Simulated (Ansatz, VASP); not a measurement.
# Two plane-wave programs on PtC

```
CELL_PARAMETERS angstrom
0.00000 2.23555 2.23555
2.23555 0.00000 2.23555
2.23555 2.23555 0.00000
ATOMIC_POSITIONS crystal
Pt 0.00000 0.00000 0.00000
C 0.50000 0.50000 0.50000
```

Alike in both runs: task relaxation of cell and atoms; functional PBE; k mesh 22 × 22 × 22; occupations gaussian, width 0.1 eV; no spin polarisation.

|  | VASP | Ansatz |
| --- | --- | --- |
| version | VASP 6.6.1 | Ansatz 0.2.0 |
| potentials or method | VASP PAW PBE potentials, release 64 (Pt, C), cutoff 600 eV | scalar-relativistic, plane waves, PAW |
| valence electrons in the cell | 14 | 22 |

VASP gave:

```
gap on the k mesh at the Fermi level, each at its own relaxed structure (eV) : none
relaxed volume (Å³/atom)                                                     : 11.13
relaxed length of the cell vector where the two differ most in proportion (Å)              : 3.158
```

**Question.** Estimate Ansatz's values.

**Answer.** gap on the k mesh at the Fermi level, each at its own relaxed structure (eV): none; relaxed volume (Å³/atom): 11.14; relaxed length of the cell vector where the two differ most in proportion (Å): 3.158.

A gap of «none» marks a metal or a gap that the smearing closes. VASP's potentials hold 14 valence electrons a cell and Ansatz's 22, so a difference there can come from the potentials and not from the codes.

Neither program's run includes spin-orbit coupling.
